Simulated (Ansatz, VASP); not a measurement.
Two plane-wave programs on Nb

```
Nb
1.0
     5.32990    0.00000    0.00000
     0.00000    5.32990    0.00000
     0.00000    0.00000    5.32990
Nb
8
Direct
  0.00000 0.00000 0.00000
  0.50000 0.50000 0.50000
  0.25000 0.00000 0.50000
  0.75000 0.00000 0.50000
  0.50000 0.25000 0.00000
  0.50000 0.75000 0.00000
  0.00000 0.50000 0.25000
  0.00000 0.50000 0.75000
```

Alike in both runs: functional RPBE; k mesh 5 × 5 × 5; occupations fermi-dirac, width 0.1 eV; no spin polarisation.

Ansatz relaxed the structure, and its values are those at the end. VASP's run is a single point on that final structure, the one shown.

|  | VASP | Ansatz |
| --- | --- | --- |
| version | VASP 6.6.1 | Ansatz 0.2.0 |
| potentials or method | VASP PAW PBE potentials, release 64 (Nb_sv), cutoff 520 eV | plane waves (420 eV) with PAW, scalar-relativistic |
| valence electrons in the cell | 104 | 104 |

Ansatz gave:

```
pressure (GPa) : 0.0
```

Which values does VASP return?

Pressure (GPa): -0.3.

VASP's potentials were made for PBE, not for RPBE.
